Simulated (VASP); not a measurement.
HfN:

```xyz
4
Lattice="3.1339 0.0000 0.0000 -1.5670 2.7140 0.0000 0.0000 0.0000 5.4168" Properties=species:S:1:pos:R:3 pbc="T T T"
Hf    1.5670    0.9047    4.0626
Hf    0.0000    1.8094    1.3542
N     0.0000    0.0000    0.0000
N     0.0000    0.0000    2.7084
```

```yaml
Program: VASP 6.6.1
Task: relaxation of cell and atoms
Functional: PBEsol
Potentials_or_basis: VASP PAW PBE potentials, release 64 (Hf_pv, N)
Cutoff: 600 eV
k_mesh: 8 × 8 × 4
Occupations: gaussian, width 0.1 eV
Spin: no spin polarisation
```

At the start: pressure -4.3 GPa; volume 11.52 Å³/atom.

Q: How do energy, volume and symmetry change on relaxing?

A: Over 3 steps the energy falls by 2.4 meV/atom and the volume is 11.34 Å³/atom (-1.5 %); space group P6_3/mmc (No. 194, to 0.05 Å).

The path:
```csv
step,energy change (eV),largest force (eV/Å),pressure (GPa),volume (Å³)
1,0.0000,0.0000,-4.29,46.07
2,0.0260,0.0000,8.93,44.04
3,-0.0098,0.0000,-0.03,45.37
```

Final structure:
```xyz
4
Lattice="3.1183 0.0000 0.0000 -1.5592 2.7005 0.0000 0.0000 0.0000 5.3871" Properties=species:S:1:pos:R:3 pbc="T T T"
Hf    1.5592    0.9002    4.0403
Hf    0.0000    1.8004    1.3468
N    -1.5592    2.7005    5.3871
N    -1.5592    2.7005    2.6936
```

Caveat: the PAW data sets were made with another functional, which shifts forces and pressure a little.
